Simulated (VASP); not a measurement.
## C: single point with PBEsol

C:

```
C
1.0
     1.77956    1.77956    0.00000
    -1.77956    1.77956    0.00000
     0.00000    1.77956    1.77956
C
2
Direct
  0.50000 0.50000 0.00000
  0.75000 0.25000 0.50000
```

```yaml
Program: VASP 6.6.1
Task: single point
Functional: PBEsol
Potentials_or_basis: VASP PAW PBE potentials, release 64 (C)
Cutoff: 520 eV
k_mesh: 12 × 12 × 12
Occupations: gaussian, width 0.01 eV
Spin: no spin polarisation
Dipole_correction: no
Further_INCAR_settings: ALGO = Normal; EDIFF = 1e-07; NBANDS = 11
```

| Item | Value |
| --- | --- |
| Pressure | -0.9 GPa |
| Band gap on the k mesh | 4.05 eV, indirect (least direct gap 5.56 eV) |

Levels at points of the mesh, in eV from the valence-band top:
```
           k point  band 1  band 2  band 3  band 4  band 5  band 6  band 7  band 8  band 9
(0.00, 0.00, 0.00)  -21.61    0.00    0.00    0.00    5.56    5.56    5.56   13.52   19.04
(0.50, 0.00, 0.00)  -15.74  -13.54   -2.83   -2.83    8.41    8.41    8.93   15.55   21.74
(0.50, 0.50, 0.00)  -12.82  -12.82   -6.38   -6.38    4.61    4.61   16.89   16.89   23.20
```

Wall time 10 s on 1 thread of Intel Xeon 8259CL, with other jobs on the host, peak memory 0.12 GiB.

Caveat: the PAW data sets were made with another functional, which shifts forces and pressure a little. A k mesh can miss the band edges.
